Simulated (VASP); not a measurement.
# BP (CsCl type) (Pm-3m) in VASP: further runs, part 2 of 2

VASP 6.6.1.

### 3 Single point, PBE (volume scaled by 0.88)

INCAR

```
  PREC = Accurate
  ENCUT = 520
  EDIFF = 1E-6
  ISMEAR = -1
  SIGMA = 0.1
  LREAL = False
  LASPH = True
  NELM = 80
  ALGO = Normal
  ISIF = 2
  LWAVE = False
  LCHARG = True
  GGA = PE
  LELF = True
  LVHAR = True
  NBANDS = 11
```

KPOINTS

```
regular mesh
0
Gamma
  15 15 15
```

POSCAR

```
BP
1.0
    2.6026100511      0.0000000000      0.0000000000
    0.0000000000      2.6026100511      0.0000000000
    0.0000000000      0.0000000000      2.6026100511
B P
1 1
Direct
    0.0000000000      0.0000000000      0.0000000000
    0.5000000000      0.5000000000      0.5000000000
```

Potentials or basis: VASP PAW PBE potentials, release 64 (B, P).

Command:

```sh
$ cat potpaw_PBE.64/B/POTCAR potpaw_PBE.64/P/POTCAR > POTCAR
$ mpirun -np 1 vasp_std > vasp.out
```

OUTCAR:

```text
PREC = Accurate
   ENCUT = 520
   EDIFF = 1E-6
   ISMEAR = -1
   LREAL = False
   LASPH = True
   NELM = 80
   ISIF = 2
   GGA = PE

 ion  position               nearest neighbor table
   1  0.000  0.000  0.000-   2 2.25   2 2.25   2 2.25   2 2.25   2 2.25   2 2.25   2 2.25   2 2.25

   2  0.500  0.500  0.500-   1 2.25   1 2.25   1 2.25   1 2.25   1 2.25   1 2.25   1 2.25   1 2.25

  LATTYP: Found a simple cubic cell.
 ALAT       =     2.6026100511

  Lattice vectors:

 A1 = (   2.6026100511,   0.0000000000,   0.0000000000)
 A2 = (   0.0000000000,   2.6026100511,   0.0000000000)
 A3 = (   0.0000000000,   0.0000000000,   2.6026100511)

Analysis of symmetry for initial positions (statically):
=====================================================================
 Subroutine PRICEL returns:
 Original cell was already a primitive cell.

 Routine SETGRP: Setting up the symmetry group for a
 simple cubic supercell.

 Subroutine GETGRP returns: Found 48 space group operations
 (whereof 48 operations were pure point group operations)
 out of a pool of 48 trial point group operations.

The static configuration has the point symmetry O_h .

Analysis of symmetry for dynamics (positions and initial velocities):
=====================================================================
 Subroutine PRICEL returns:
 Original cell was already a primitive cell.

 Routine SETGRP: Setting up the symmetry group for a
 simple cubic supercell.

 Subroutine GETGRP returns: Found 48 space group operations
 (whereof 48 operations were pure point group operations)
 out of a pool of 48 trial point group operations.

The dynamic configuration has the point symmetry O_h .

 Subroutine INISYM returns: Found 48 space group operations
 (whereof 48 operations are pure point group operations),
 and found     1 'primitive' translations

----------------------------------------------------------------------------------------

                                     Primitive cell

  volume of cell :      17.6290

  direct lattice vectors                    reciprocal lattice vectors
     2.602610051  0.000000000  0.000000000     0.384229670  0.000000000  0.000000000
     0.000000000  2.602610051  0.000000000     0.000000000  0.384229670  0.000000000
     0.000000000  0.000000000  2.602610051     0.000000000  0.000000000  0.384229670

  length of vectors
     2.602610051  2.602610051  2.602610051     0.384229670  0.384229670  0.384229670

  position of ions in fractional coordinates (direct lattice)
     0.000000000  0.000000000  0.000000000
     0.500000000  0.500000000  0.500000000

  ion indices of the primitive-cell ions
   primitive index   ion index
                 1           1
                 2           2

----------------------------------------------------------------------------------------

 KPOINTS: regular mesh

Automatic generation of k-mesh.
 Grid dimensions read from file:
 generate k-points for:   15   15   15

 Generating k-lattice:

  Cartesian coordinates                     Fractional coordinates (reciprocal lattice)
     0.025615311  0.000000000  0.000000000     0.066666667  0.000000000  0.000000000
     0.000000000  0.025615311  0.000000000     0.000000000  0.066666667  0.000000000
     0.000000000  0.000000000  0.025615311     0.000000000  0.000000000  0.066666667

  Length of vectors
     0.025615311  0.025615311  0.025615311

  Shift w.r.t. Gamma in fractional coordinates (k-lattice)
     0.000000000  0.000000000  0.000000000

 Subroutine IBZKPT returns following result:
 ===========================================

 Found    120 irreducible k-points:

 Following reciprocal coordinates:
            Coordinates               Weight
  0.000000  0.000000  0.000000      1.000000
  0.066667  0.000000  0.000000      6.000000
  0.133333  0.000000  0.000000      6.000000
  0.200000  0.000000  0.000000      6.000000
  0.266667  0.000000  0.000000      6.000000
  0.333333  0.000000  0.000000      6.000000
[... 16 lines left out ...]
  0.266667  0.200000  0.000000     24.000000
  0.333333  0.200000  0.000000     24.000000
 [... further k-points ...]
   k-points           NKPTS =    120   k-points in BZ     NKDIM =    120   number of bands    NBANDS=     11
   number of dos      NEDOS =    301   number of ions     NIONS =      2
   total plane-waves  NPLWV =   8000
   dimension x,y,z NGX =    20 NGY =   20 NGZ =   20
   dimension x,y,z NGXF=    40 NGYF=   40 NGZF=   40
   ions per type =               1   1
   NGX,Y,Z   is equivalent  to a cutoff of  12.78, 12.78, 12.78 a.u.
   NGXF,Y,Z  is equivalent  to a cutoff of  25.55, 25.55, 25.55 a.u.
 SYSTEM =  unknown system
   PREC   = accura    normal or accurate (medium, high low for compatibility)
   ISTART =      0    job   : 0-new  1-cont  2-samecut
   ICHARG =      2    charge: 1-file 2-atom 10-const
   ISPIN  =      1    spin polarized calculation?
   LNONCOLLINEAR =      F non collinear calculations
   LSORBIT =      F    spin-orbit coupling
   LASPH  =      T    aspherical Exc in radial PAW
   ENCUT  =  520.0 eV  38.22 Ry    6.18 a.u.   4.84  4.84  4.84*2*pi/ulx,y,z
   NELM   =     80;   NELMIN=  2; NELMDL= -5     # of ELM steps
   EDIFF  = 0.1E-05   stopping-criterion for ELM
   LREAL  =      F    real-space projection
   EDIFFG = 0.1E-04   stopping-criterion for IOM
   NSW    =      0    number of steps for IOM
   IBRION =     -1    ionic relax: 0-MD 1-quasi-New 2-CG
   NFREE  =      0    steps in history (QN), initial steepest desc. (CG)
   ISIF   =      2    stress and relaxation
   ISYM   =      2    0-nonsym 1-usesym 2-fastsym
   POTIM  = 0.5000    time-step for ionic-motion
   TEBEG  =    0.0;   TEEND  =   0.0 temperature during run
   PSTRESS=    0.0 pullay stress
   NELECT =       8.0000    total number of electrons
   NUPDOWN=      -1.0000    fix difference up-down
   EMIN   =  10.00;   EMAX   =-10.00  energy-range for DOS
   EFERMI =   0.00;   METHOD = LEGACY
   ISMEAR =    -1;   SIGMA  =   0.10  broadening in eV -4-tet -1-fermi 0-gaus
   EFERMI_NEDOS =   21; number of points for ismear=-14 and -15
   IALGO  =     38    algorithm
   IMIX   =      4    mixing-type and parameters
     AMIX     =   0.40;   BMIX     =  1.00
     AMIX_MAG =   1.60;   BMIX_MAG =  1.00
  volume/ion in A,a.u.               =       8.81        59.48
  Fermi-wavevector in a.u.,A,eV,Ry     =   1.258044  2.377358 21.533586  1.582674
  Thomas-Fermi vector in A             =   2.391673
   LORBIT       =      0    0 simple, 1 ext, 2 COOP (PROOUT), +10 PAW based schemes
   GGA     = PE    functional components
   LHFCALC =     F    Hartree Fock is set to
   AEXX    =    0.0000 exact exchange contribution
   IVDW    =     0    specifies the selected vdW correction
   LEPSILON=     F    determine dielectric tensor
   LRPA    =     F    only Hartree local field effects (RPA)
 non-spin polarized calculation
  energy-cutoff  :      520.00
  volume of cell :       17.63
 maximum number of plane-waves:       487
 NGX is ok and might be reduce to    20
   NGX =  9   NGY =  9   NGZ =  9

 number of electron       8.0000003 magnetization

 Free energy of the ion-electron system (eV)
  ---------------------------------------------------
  ext. energy  EPLUGINS =         0.00000000
  ---------------------------------------------------
  free energy    TOTEN  =        -9.11293478 eV

  energy without entropy =       -9.08799361  energy(sigma->0) =       -9.10046419

 E-fermi :  11.9733     XC(G=0): -12.6713

 val. band max:       11.8555868413   @ k =   0.3333   0.0667   0.0667
 cond. band min:      11.9818167076   @ k =   0.4667   0.4667   0.3333
 fundamental gap:      0.1262298663
 Fermi energy:        11.9733078498

 k-point     1 :       0.0000    0.0000    0.0000
  band No.  band energies     occupation
      1      -6.6926      2.00000
      2      10.6990      1.99999
      3      10.6990      1.99999
      4      10.6990      1.99999
      5      15.7051      0.00000
      6      15.9053      0.00000
      7      15.9053      0.00000
      8      24.4071      0.00000
      9      24.4071      0.00000
     10      24.4071      0.00000
     11      30.9038      0.00000
[... 309 lines left out ...]
 k-point    24 :       0.3333    0.2000    0.0000
  band No.  band energies     occupation
      1      -3.7320      2.00000
      2       3.0459      2.00000
      3       8.1136      2.00000
      4      13.5081      0.00000
      5      14.2506      0.00000
      6      18.0127      0.00000
      7      19.1654      0.00000
      8      21.8358      0.00000
      9      23.5386      0.00000
     10      27.1438      0.00000
     11      28.2477      0.00000

 [... further k-points ...]
[... 5 lines left out ...]
  --------------------------------------------------------------------------------------
  -------------------------------------------------------------------------------------
  Total        2.3693653      2.3693653      2.3693653      0.0000000      0.0000000     -0.0000000
  in kB      215.3353322    215.3353322    215.3353322      0.0000000      0.0000000     -0.0000000
  external PRESSURE =     215.3353322 kB  Pullay stress =       0.0000000 kB

 VOLUME and BASIS-vectors are now :
 -----------------------------------------------------------------------------
  energy-cutoff  :      520.00
  volume of cell :       17.63
      direct lattice vectors                 reciprocal lattice vectors
     2.602610051  0.000000000  0.000000000     0.384229670  0.000000000  0.000000000
     0.000000000  2.602610051  0.000000000     0.000000000  0.384229670  0.000000000
     0.000000000  0.000000000  2.602610051     0.000000000  0.000000000  0.384229670

 POSITION                                       TOTAL-FORCE (eV/Angst)
 -----------------------------------------------------------------------------------
      0.00000      0.00000      0.00000         0.000000      0.000000      0.000000
      1.30131      1.30131      1.30131         0.000000      0.000000      0.000000
 -----------------------------------------------------------------------------------
    total drift:                                0.000000      0.000000     -0.000000

  FREE ENERGIE OF THE ION-ELECTRON SYSTEM (eV)
  ---------------------------------------------------
  free  energy   TOTEN  =        -9.1129347791 eV

  energy  without entropy=       -9.0879936084  energy(sigma->0) =       -9.10046419
```

OSZICAR:

```text
N       E                     dE             d eps       ncg     rms          rms(c)
DAV:   1     0.979432425679E+01    0.97943E+01   -0.42693E+03  2640   0.686E+02
DAV:   2    -0.875034697368E+01   -0.18545E+02   -0.17689E+02  3656   0.106E+02
DAV:   3    -0.922890073686E+01   -0.47855E+00   -0.47364E+00  3340   0.140E+01
DAV:   4    -0.923001000865E+01   -0.11093E-02   -0.11090E-02  3141   0.772E-01
DAV:   5    -0.923001209098E+01   -0.20823E-05   -0.20822E-05  3269   0.358E-02    0.736E+00
DAV:   6    -0.911950668524E+01    0.11051E+00   -0.32077E-01  3005   0.229E+00    0.421E+00
DAV:   7    -0.911364635292E+01    0.58603E-02   -0.51973E-02  3171   0.111E+00    0.139E+00
DAV:   8    -0.911293598373E+01    0.71037E-03   -0.32272E-03  2994   0.318E-01    0.107E-01
DAV:   9    -0.911293300921E+01    0.29745E-05   -0.96029E-05  3186   0.598E-02    0.303E-02
DAV:  10    -0.911293482835E+01   -0.18191E-05   -0.30075E-06  3109   0.150E-02    0.523E-03
DAV:  11    -0.911293477910E+01    0.49254E-07   -0.48375E-07  1905   0.294E-03
   1 F= -.91129348E+01 E0= -.91004642E+01  d E =-.249412E-01
```

It took 7.8 s on 1 thread of Intel Xeon 6975P-C (Granite Rapids), shared host; peak memory 0.13 GiB.

Results:

```
Free energy            : -9.1129 eV
Pressure               : 21.5 GPa
Band gap on the k mesh : zero (band 4 reaches 14.68 eV, above the bottom of band 5 at 8.66 eV)
```

Levels at points of the mesh, in eV from the Fermi level:
```tsv
k point	band 1	band 2	band 3	band 4	band 5	band 6	band 7	band 8
(0.00, 0.00, 0.00)	-18.67	-1.27	-1.27	-1.27	3.73	3.93	3.93	12.43
```
